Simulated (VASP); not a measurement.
A run of VASP 6.6.1:

File INCAR:

```
SYSTEM = YbH3
ALGO = Normal
EDIFF = 1E-6
ENCUT = 600
GGA = RE
GGA_COMPAT = .FALSE.
ISIF = 2
ISMEAR = 1
IVDW = 12
LASPH = .TRUE.
LCHARG = .FALSE.
LMAXMIX = 6
LREAL = .FALSE.
LWAVE = .FALSE.
NBANDS = 22
NELM = 200
PREC = Accurate
SIGMA = 0.01
```

The input KPOINTS:

```
k-points
0
G
  10 10 10
  0 0 0
```

Contents of POSCAR:

```
YbH3
1.0
    0.0000000000      2.4906366493      2.4906366493
    2.4906366493      0.0000000000      2.4906366493
    2.4906366493      2.4906366493      0.0000000000
Yb H
1 3
Direct
    0.0000000000      0.0000000000      0.0000000000
    0.7500000000      0.7500000000      0.7500000000
    0.2500000000      0.2500000000      0.2500000000
    0.5000000000      0.5000000000      0.5000000000
```

Potentials or basis: VASP PAW PBE potentials, release 64 (Yb, H).

Run with:

```console
$ cat potpaw_PBE.64/Yb/POTCAR potpaw_PBE.64/H/POTCAR > POTCAR
$ mpirun -np 1 vasp_std > vasp.out
```

Hardware: 1 thread of AMD EPYC 9R45 96-Core Processor (Zen 5), with other jobs on the host.

Estimate the wall time of this run.

Run time: 51 s on 1 thread of AMD EPYC 9R45 96-Core Processor (Zen 5) (shared host), peak memory 0.18 GiB. Counts: scf iterations 25, k points 47.
